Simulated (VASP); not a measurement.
Write the native input for VASP 6.6.1 that does the following.

```
Task                   : single point
Functional             : PBEsol
Potentials or basis    : VASP PAW PBE potentials, release 64 (Al, N)
Cutoff                 : 520 eV
k mesh                 : 9 × 9 × 6
Occupations            : gaussian, width 0.05 eV
Spin                   : no spin polarisation
Dipole correction      : no
Further INCAR settings : ALGO = Normal; EDIFF = 1e-06; NBANDS = 16
```

The structure of AlN lies in POSCAR:

```
AlN
1.0
    3.3411000000      0.0000000000      0.0000000000
   -1.6705500000      2.8934774766      0.0000000000
    0.0000000000      0.0000000000      4.3470000000
Al N
2 2
Direct
    0.3333333333      0.6666666667      0.7500000000
    0.6666666667      0.3333333333      0.2500000000
    0.3333333333      0.6666666667      0.2500000000
    0.6666666667      0.3333333333      0.7500000000
```

These files were run (other wordings do the same):

INCAR

```
PREC = Accurate
ENCUT = 520
EDIFF = 1E-6
ISMEAR = 0
SIGMA = 0.05
LREAL = F
LASPH = T
NELM = 100
ALGO = Normal
ISIF = 2
LWAVE = F
LCHARG = F
GGA = PS
NBANDS = 16
```

KPOINTS

```
Automatic mesh
0
Gamma
  9 9 6
```

Potentials or basis: VASP PAW PBE potentials, release 64 (Al, N).

Launch:

```sh
$ cat potpaw_PBE.64/Al/POTCAR potpaw_PBE.64/N/POTCAR > POTCAR
$ mpirun -np 1 vasp_std > vasp.out
```

Results of the run:

| Item | Value |
| --- | --- |
| Pressure | -12.5 GPa |
| Band gap on the k mesh | 2.70 eV, direct |

Caveat: the PAW data sets were made with another functional, which shifts forces and pressure a little.

It took 19 s on 1 thread of Intel Xeon 6975P-C (shared host), peak memory 0.17 GiB.
